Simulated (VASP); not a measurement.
Set up this calculation in VASP 6.6.1, as the native input.

- Task: single point
- Functional: LDA
- Potentials or basis: VASP PAW LDA potentials, release 64 (Zn, O)
- Cutoff: 520 eV
- k mesh: 8 × 8 × 4
- Occupations: gaussian, width 0.01 eV
- Spin: no spin polarisation
- Dipole correction: no
- Further INCAR settings: ALGO = Normal; EDIFF = 1e-06; NBANDS = 26

The structure of ZnO lies in POSCAR:

```
ZnO
1.0
    3.2029567414      0.0000000000      0.0000000000
   -1.6014783707      2.7738419053      0.0000000000
    0.0000000000      0.0000000000      5.1780962407
Zn O
2 2
Direct
    0.3333333333      0.6666666667      0.5002871609
    0.6666666667      0.3333333333      0.0002871609
    0.6666666667      0.3333333333      0.3787228391
    0.3333333333      0.6666666667      0.8787228391
```

One way to write it, as run:

INCAR

```
PREC = Accurate
ENCUT = 520
EDIFF = 1E-6
ISMEAR = 0
SIGMA = 0.01
LREAL = F
LASPH = T
NELM = 60
ALGO = Normal
ISIF = 2
LWAVE = F
LCHARG = T
GGA = CA
LELF = T
LVHAR = T
NBANDS = 26
```

KPOINTS

```
regular mesh
0
Gamma
  8 8 4
```

Potentials or basis: VASP PAW LDA potentials, release 64 (Zn, O).

The run is started by

```bash
$ cat potpaw_LDA.64/Zn/POTCAR potpaw_LDA.64/O/POTCAR > POTCAR
$ mpirun -np 1 vasp_std > vasp.out
```

It gave:

The pressure is -1.1 GPa and the band gap on the k mesh is 0.79 eV.

Caveat: semilocal functionals underestimate gaps, and a narrow one can read as zero.

Run time: 71 s on 1 thread of Intel Xeon 8259CL, on a shared host, peak memory 0.13 GiB.
